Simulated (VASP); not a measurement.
Input of a VASP 6.6.1 run:

File POSCAR:

```
Rh
1.0
   -1.5815130000      1.5815130000      1.3021390000
    1.5815130000     -1.5815130000      1.3021390000
    1.5815130000      1.5815130000     -1.3021390000
Rh
1
Direct
    0.0000000000      0.0000000000      0.0000000000
```

File INCAR.step1:

```
SYSTEM = Rh
  ALGO = Normal
  EDIFF = 1E-5
  ENCUT = 460
  GGA = PE
  GGA_COMPAT = .FALSE.
  ISIF = 2
  ISMEAR = -1
  LASPH = .TRUE.
  LREAL = .FALSE.
  LWAVE = .TRUE.
  NBANDS = 14
  NELM = 120
  PREC = Accurate
  SIGMA = 0.1
```

Contents of INCAR.step2:

```
SYSTEM = Rh
  ALGO = Normal
  EDIFF = 1E-6
  ENCUT = 460
  GGA = PE
  GGA_COMPAT = .FALSE.
  HFSCREEN = 0.2079
  ISIF = 2
  ISMEAR = -1
  ISTART = 1
  LASPH = .TRUE.
  LCHARG = .TRUE.
  LELF = .TRUE.
  LHFCALC = .TRUE.
  LREAL = .FALSE.
  LVHAR = .TRUE.
  LWAVE = .FALSE.
  NBANDS = 14
  NELM = 120
  PREC = Accurate
  PRECFOCK = Normal
  SIGMA = 0.1
```

Contents of KPOINTS:

```
k-points
0
G
  6 6 6
  0 0 0
```

Potentials or basis: VASP PAW PBE potentials, release 64 (Rh_sv_GW).

Command:

```console
$ cat potpaw_PBE.64/Rh_sv_GW/POTCAR > POTCAR
$ cp INCAR.step1 INCAR
$ mpirun -np 1 vasp_std > vasp.out
$ cp INCAR.step2 INCAR
$ mpirun -np 1 vasp_std > vasp.out
```

Question: Predict the pressure.

Answer: 17.3 GPa.

Question: Predict the band gap on the k mesh.

Answer: Zero (an odd number of electrons rules out a gap without spin polarisation).

Stress tensor (GPa, compression positive):
```
18.99  0.00  0.00
 0.00 18.99  0.00
 0.00  0.00 13.85
```

Caveat: the k points lie up to 0.52 Å⁻¹ apart, too coarse for converged energies and pressures of a metal; the PAW data sets were made with another functional, which shifts forces and pressure a little.
